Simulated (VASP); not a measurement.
# Ca2BPb (P4/mmm) in VASP: notebook

Runs on Ca2BPb. Level: PBE. Tasks: single point, relaxation of cell and atoms.

All numbers are computed with VASP 6.6.1; they aren't measurements. Logs are shortened: lines on timing, memory, paths and dates and some standing lists are left out, and cuts for length are marked.

### Step 1. The cell of the first run

Symmetry: P4/mmm, No. 123, tetragonal system. The conventional cell has a = 5.031 Å, b = 5.031 Å, c = 3.866 Å, α = 90.00°, β = 90.00°, γ = 90.00°. Within 4.2 Å of Ca (site symmetry mmm) lie 4 B at 3.17 Å and 4 Pb at 3.17 Å and 6 Ca at 3.56 to 3.87 Å. B (site symmetry 4/mmm) has 8 Ca at 3.17 Å and 4 Pb at 3.56 Å and 2 B at 3.87 Å within 4.2 Å. Pb (site symmetry 4/mmm) has 8 Ca at 3.17 Å and 4 B at 3.56 Å and 2 Pb at 3.87 Å within 4.2 Å.

The cell was built from a structure type or drawn by symmetry, and may not be a known phase.

### Step 2. Single point, PBE

Contents of INCAR:

```
SYSTEM = Ca2BPb
PREC     = Accurate       ! precision mode
ENCUT    = 520            ! plane-wave cutoff, eV
EDIFF    = 1E-6           ! SCF threshold, eV
ISMEAR   = 0              ! smearing method
SIGMA    = 0.1            ! smearing width, eV
LREAL    = .False.        ! projectors in reciprocal space
LASPH    = .True.         ! aspherical terms in the spheres
NELM     = 100            ! most SCF steps
ALGO     = Fast           ! electronic algorithm
ISIF     = 2              ! what is computed and relaxed
LWAVE    = .False.        ! write WAVECAR
LCHARG   = .True.         ! write CHGCAR
GGA      = PE             ! functional
LELF     = .True.         ! ELF
LVHAR    = .True.       
NBANDS   = 26             ! bands
```

Contents of KPOINTS:

```
regular mesh
0
Gamma
  4 4 4
  0 0 0
```

Contents of POSCAR:

```
Ca2BPb
1.0
    5.0308234722      0.0000000000      0.0000000000
    0.0000000000      5.0308234722      0.0000000000
    0.0000000000      0.0000000000      3.8655751093
Ca B Pb
2 1 1
Direct
    0.5000000000      0.0000000000      0.5000000000
    0.0000000000      0.5000000000      0.5000000000
    0.0000000000      0.0000000000      0.0000000000
    0.5000000000      0.5000000000      0.0000000000
```

Potentials or basis: VASP PAW PBE potentials, release 64 (Ca_sv, B, Pb_d).

Command:

```sh
cat potpaw_PBE.64/Ca_sv/POTCAR potpaw_PBE.64/B/POTCAR potpaw_PBE.64/Pb_d/POTCAR > POTCAR
mpirun -np 1 vasp_std > vasp.out
```

OUTCAR:

```text
SYSTEM = Ca2BPb
   PREC = Accurate
   ENCUT = 520
   EDIFF = 1E-6
   ISMEAR = 0
   LREAL = .False.
   LASPH = .True.
   NELM = 100
   ISIF = 2
   GGA = PE

 ion  position               nearest neighbor table
   1  0.500  0.000  0.500-   4 3.17   4 3.17   4 3.17   4 3.17
   2  0.000  0.500  0.500-   4 3.17   4 3.17   4 3.17   4 3.17
   3  0.000  0.000  0.000-
   4  0.500  0.500  0.000-   1 3.17   2 3.17   1 3.17   2 3.17   1 3.17   1 3.17   2 3.17   2 3.17

  LATTYP: Found a simple tetragonal cell.
 ALAT       =     5.0308234722
 C/A-ratio  =     0.7683782050

  Lattice vectors:

 A1 = (   5.0308234722,   0.0000000000,   0.0000000000)
 A2 = (   0.0000000000,   5.0308234722,   0.0000000000)
 A3 = (   0.0000000000,   0.0000000000,   3.8655751093)

Analysis of symmetry for initial positions (statically):
=====================================================================
 Subroutine PRICEL returns:
 Original cell was already a primitive cell.

 Routine SETGRP: Setting up the symmetry group for a
 simple tetragonal supercell.

 Subroutine GETGRP returns: Found 16 space group operations
 (whereof 16 operations were pure point group operations)
 out of a pool of 16 trial point group operations.

The static configuration has the point symmetry D_4h.

Analysis of symmetry for dynamics (positions and initial velocities):
=====================================================================
 Subroutine PRICEL returns:
 Original cell was already a primitive cell.

 Routine SETGRP: Setting up the symmetry group for a
 simple tetragonal supercell.

 Subroutine GETGRP returns: Found 16 space group operations
 (whereof 16 operations were pure point group operations)
 out of a pool of 16 trial point group operations.

The dynamic configuration has the point symmetry D_4h.

 Subroutine INISYM returns: Found 16 space group operations
 (whereof 16 operations are pure point group operations),
 and found     1 'primitive' translations

----------------------------------------------------------------------------------------

                                     Primitive cell

  volume of cell :      97.8346
[... 80 lines left out ...]
   ISPIN  =      1    spin polarized calculation?
   LNONCOLLINEAR =      F non collinear calculations
   LSORBIT =      F    spin-orbit coupling
   LASPH  =      T    aspherical Exc in radial PAW
   ENCUT  =  520.0 eV  38.22 Ry    6.18 a.u.   9.35  9.35  7.19*2*pi/ulx,y,z
   NELM   =    100;   NELMIN=  2; NELMDL= -5     # of ELM steps
   EDIFF  = 0.1E-05   stopping-criterion for ELM
   LREAL  =      F    real-space projection
   EDIFFG = 0.1E-04   stopping-criterion for IOM
   NSW    =      0    number of steps for IOM
   IBRION =     -1    ionic relax: 0-MD 1-quasi-New 2-CG
   NFREE  =      0    steps in history (QN), initial steepest desc. (CG)
   ISIF   =      2    stress and relaxation
   ISYM   =      2    0-nonsym 1-usesym 2-fastsym
   POTIM  = 0.5000    time-step for ionic-motion
   TEBEG  =    0.0;   TEEND  =   0.0 temperature during run
   PSTRESS=    0.0 pullay stress
   NELECT =      37.0000    total number of electrons
   NUPDOWN=      -1.0000    fix difference up-down
   EMIN   =  10.00;   EMAX   =-10.00  energy-range for DOS
   EFERMI =   0.00;   METHOD = LEGACY
   ISMEAR =     0;   SIGMA  =   0.10  broadening in eV -4-tet -1-fermi 0-gaus
   EFERMI_NEDOS =   21; number of points for ismear=-14 and -15
   IALGO  =     68    algorithm
   IMIX   =      4    mixing-type and parameters
     AMIX     =   0.40;   BMIX     =  1.00
     AMIX_MAG =   1.60;   BMIX_MAG =  1.00
  volume/ion in A,a.u.               =      24.46       165.06
  Fermi-wavevector in a.u.,A,eV,Ry     =   1.183890  2.237228 19.069862  1.401595
  Thomas-Fermi vector in A             =   2.320115
   LORBIT       =      0    0 simple, 1 ext, 2 COOP (PROOUT), +10 PAW based schemes
   GGA     = PE    functional components
   LHFCALC =     F    Hartree Fock is set to
   AEXX    =    0.0000 exact exchange contribution
   IVDW    =     0    specifies the selected vdW correction
   LEPSILON=     F    determine dielectric tensor
   LRPA    =     F    only Hartree local field effects (RPA)
 non-spin polarized calculation
 RMM-DIIS sequential band-by-band and
 Gauss-broadening in eV      SIGMA  =   0.10
  energy-cutoff  :      520.00
  volume of cell :       97.83
 maximum number of plane-waves:      2654
 NGX is ok and might be reduce to    40
   NGX = 19   NGY = 19   NGZ = 15

 number of electron      36.9999997 magnetization

 Free energy of the ion-electron system (eV)
  ---------------------------------------------------
  ext. energy  EPLUGINS =         0.00000000
  ---------------------------------------------------
  free energy    TOTEN  =       -12.96174066 eV

  energy without entropy =      -12.95563032  energy(sigma->0) =      -12.95868549

 E-fermi :   4.3674     XC(G=0):  -9.5622

 val. band max:        4.2733512221   @ k =   0.5000   0.5000   0.2500
 cond. band min:       4.3704629429   @ k =   0.5000   0.0000   0.2500
 fundamental gap:      0.0971117208
 Fermi energy:         4.3673597157

 k-point     1 :       0.0000    0.0000    0.0000
  band No.  band energies     occupation
      1     -36.5903      2.00000
      2     -36.5570      2.00000
      3     -17.7406      2.00000
      4     -17.7406      2.00000
      5     -17.5670      2.00000
      6     -17.5258      2.00000
[... 511 lines left out ...]
     25       8.2520      0.00000
     26       8.5248      0.00000

------------------------ aborting loop because EDIFF is reached ----------------------------------------

  FORCE on cell =-STRESS in cart. coord.  units (eV):
  Direction    XX          YY          ZZ          XY          YZ          ZX
  --------------------------------------------------------------------------------------
  -------------------------------------------------------------------------------------
  Total        0.0986317      0.0986317      0.0247749      0.0000000      0.0000000      0.0000000
  in kB        1.6152314      1.6152314      0.4057238      0.0000000      0.0000000      0.0000000
  external PRESSURE =       1.2120622 kB  Pullay stress =       0.0000000 kB

 VOLUME and BASIS-vectors are now :
 -----------------------------------------------------------------------------
  energy-cutoff  :      520.00
  volume of cell :       97.83
      direct lattice vectors                 reciprocal lattice vectors
     5.030823472  0.000000000  0.000000000     0.198774615  0.000000000  0.000000000
     0.000000000  5.030823472  0.000000000     0.000000000  0.198774615  0.000000000
     0.000000000  0.000000000  3.865575109     0.000000000  0.000000000  0.258693719

 POSITION                                       TOTAL-FORCE (eV/Angst)
 -----------------------------------------------------------------------------------
      2.51541      0.00000      1.93279         0.000000      0.000000      0.000000
      0.00000      2.51541      1.93279         0.000000      0.000000      0.000000
      0.00000      0.00000      0.00000         0.000000      0.000000      0.000000
      2.51541      2.51541      0.00000         0.000000      0.000000      0.000000
 -----------------------------------------------------------------------------------
    total drift:                               -0.000000     -0.000000     -0.000000

  FREE ENERGIE OF THE ION-ELECTRON SYSTEM (eV)
  ---------------------------------------------------
  free  energy   TOTEN  =       -12.9617406581 eV

  energy  without entropy=      -12.9556303215  energy(sigma->0) =      -12.95868549
```

OSZICAR:

```text
N       E                     dE             d eps       ncg     rms          rms(c)
DAV:   1     0.376386529968E+03    0.37639E+03   -0.18050E+04   936   0.145E+03
DAV:   2     0.124887839825E+02   -0.36390E+03   -0.35663E+03   960   0.415E+02
DAV:   3    -0.113937575142E+02   -0.23883E+02   -0.23390E+02  1558   0.110E+02
DAV:   4    -0.130483143856E+02   -0.16546E+01   -0.16471E+01  1488   0.231E+01
[... 17 lines left out ...]
RMM:  22    -0.129617359260E+02   -0.23534E-05   -0.26271E-05  1061   0.144E-02    0.142E-02
RMM:  23    -0.129617379848E+02   -0.20588E-05   -0.22770E-05  1054   0.114E-02    0.146E-02
RMM:  24    -0.129617390255E+02   -0.10407E-05   -0.12089E-05   995   0.994E-03    0.150E-02
RMM:  25    -0.129617401487E+02   -0.11232E-05   -0.11348E-05   906   0.828E-03    0.166E-02
RMM:  26    -0.129617406581E+02   -0.50934E-06   -0.59680E-06   875   0.749E-03
   1 F= -.12961741E+02 E0= -.12958685E+02  d E =-.611034E-02
```

Run time: 51 s. Hardware: 1 thread of Intel Xeon 6975P-C (Granite Rapids), shared host; peak memory 0.23 GiB.

What came out:

* Free energy: -12.9617 eV
* Pressure: 0.1 GPa
* Band gap on the k mesh: zero (an odd number of electrons rules out a gap without spin polarisation)

Stress tensor (GPa, compression positive):
```
0.16 0.00 0.00
0.00 0.16 0.00
0.00 0.00 0.04
```

Levels at points of the mesh, in eV from the Fermi level:
| k point | band 17 | band 18 | band 19 | band 20 | band 21 | band 22 |
| --- | --- | --- | --- | --- | --- | --- |
| (0.00, 0.00, 0.00) | -1.36 | 1.31 | 1.35 | 1.48 | 1.53 | 2.52 |
| (0.50, 0.00, 0.00) | -0.59 | -0.58 | -0.18 | 1.24 | 1.30 | 2.38 |
| (0.50, 0.50, 0.00) | -3.40 | 0.66 | 0.81 | 1.67 | 1.67 | 2.16 |
| (0.00, 0.00, 0.50) | -1.75 | -1.75 | -1.44 | 1.63 | 1.63 | 1.88 |
| (0.50, 0.00, 0.50) | -1.52 | -0.62 | -0.22 | 0.77 | 0.78 | 2.68 |
| (0.50, 0.50, 0.50) | -1.72 | -1.72 | -0.84 | 1.07 | 1.07 | 3.75 |

Caveat: the k points lie up to 0.41 Å⁻¹ apart, too coarse for converged energies and pressures of a metal; spin-orbit coupling is left out, which moves the levels of the heavy elements.

[end of part 1 of 2]
